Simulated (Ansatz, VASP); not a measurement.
## One calculation of Na3TlCl4, two programs

```
CELL_PARAMETERS angstrom
6.05064 0.00000 0.00000
0.00000 6.05064 0.00000
-3.02532 -3.02532 5.89105
ATOMIC_POSITIONS crystal
Na 0.00000 0.00000 0.00000
Na 0.75000 0.25000 0.50000
Na 0.25000 0.75000 0.50000
Tl 0.50000 0.50000 0.00000
Cl 0.76882 0.76882 0.53764
Cl 0.23118 0.23118 0.46236
Cl 0.50000 0.00000 0.00000
Cl 0.00000 0.50000 0.00000
```

Alike in both runs: task single point; functional PBE; k mesh 4 × 4 × 4; occupations gaussian, width 0.1 eV; no spin polarisation.

|  | VASP | Ansatz |
| --- | --- | --- |
| version | VASP 6.6.1 | Ansatz 0.2.0 |
| potentials or method | VASP PAW PBE potentials, release 64 (Na_pv, Tl_d, Cl), cutoff 520 eV | scalar-relativistic, plane waves, PAW |
| valence electrons in the cell | 62 | 68 |

```tsv
	VASP	Ansatz	Ansatz less VASP
gap on the k mesh at the Fermi level (eV)	3.18	3.18	-0.009
least direct gap on the mesh (eV)	3.25	3.24	-0.012
pressure (GPa)	-0.1	0.0	+0.05
```

VASP's potentials hold 62 valence electrons a cell and Ansatz's 68, so a difference there can come from the potentials and not from the codes.

Spin-orbit coupling is off throughout.
